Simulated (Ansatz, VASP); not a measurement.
**One calculation of BSe, two programs**

INCAR

```
PREC = Accurate
ENCUT = 500
EDIFF = 1E-7
ISMEAR = 0
SIGMA = 0.1
LREAL = F
LASPH = T
NELM = 120
ALGO = Normal
ISIF = 3
LWAVE = F
LCHARG = F
GGA = PE
IBRION = 2
NSW = 90
EDIFFG = -0.04
GGA_COMPAT = F
NELMIN = 4
```

File KPOINTS:

```
Automatic mesh
0
Gamma
  6 6 4
```

POSCAR

```
BSe
1.0
    3.6490453061      0.0000000000      0.0000000000
   -1.8245226531      3.1601659346      0.0000000000
    0.0000000000      0.0000000000      5.2129223030
B Se
2 2
Direct
    0.0000000000      0.0000000000      0.0000000000
    0.0000000000      0.0000000000      0.5000000000
    0.3333333333      0.6666666667      0.2500000000
    0.6666666667      0.3333333333      0.7500000000
```

Input for Ansatz:

```yaml
crystal:
  lattice:
    - [3.6490453061, 0.0, 0.0]
    - [-1.8245226531, 3.1601659346, 0.0]
    - [0.0, 0.0, 5.212922303]
  atoms:
    - { symbol: B, position: [0.0, 0.0, 0.0] }
    - { symbol: B, position: [0.0, 0.0, 0.5] }
    - { symbol: Se, position: [0.3333333333, 0.6666666667, 0.25] }
    - { symbol: Se, position: [0.6666666667, 0.3333333333, 0.75] }
basis:
  ecutwfc: 420
kpoints:
  mp_grid: { grid: [6, 6, 4] }
hamiltonian:
  xc: pbe
scf:
  occupations: { method: gaussian, width: 0.1 }
  lower_state_search: "off"
output:
  forces: true
  stress: true
  eigenvalues: true
relax:
  adjacent_minimum: "off"
  f_tol: 0.04
  max_steps: 70
  cell: { stress_tol: 0.4 }
```

Alike in both runs: task relaxation of cell and atoms; functional PBE; k mesh 6 × 6 × 4; occupations gaussian, width 0.1 eV; no spin polarisation.

```csv
,VASP,Ansatz
version,VASP 6.6.1,Ansatz 0.2.0
potentials or method,"VASP PAW PBE potentials, release 64 (B, Se), cutoff 500 eV","scalar-relativistic, plane waves, PAW"
valence electrons in the cell,18,38
```

Ansatz gave:

```
gap on the k mesh at the Fermi level, each at its own relaxed structure (eV) : none
relaxed volume (Å³/atom)                                                     : 13.47
relaxed length of the cell vector where the two differ most in proportion (Å)              : 5.769
```

Problem. What did VASP give for the same quantities?

Solution. gap on the k mesh at the Fermi level, each at its own relaxed structure (eV): none; relaxed volume (Å³/atom): 13.44; relaxed length of the cell vector where the two differ most in proportion (Å): 5.762.

A gap of «none» marks a metal or a gap that the smearing closes. VASP's potentials hold 18 valence electrons a cell and Ansatz's 38, so a difference there can come from the potentials and not from the codes.
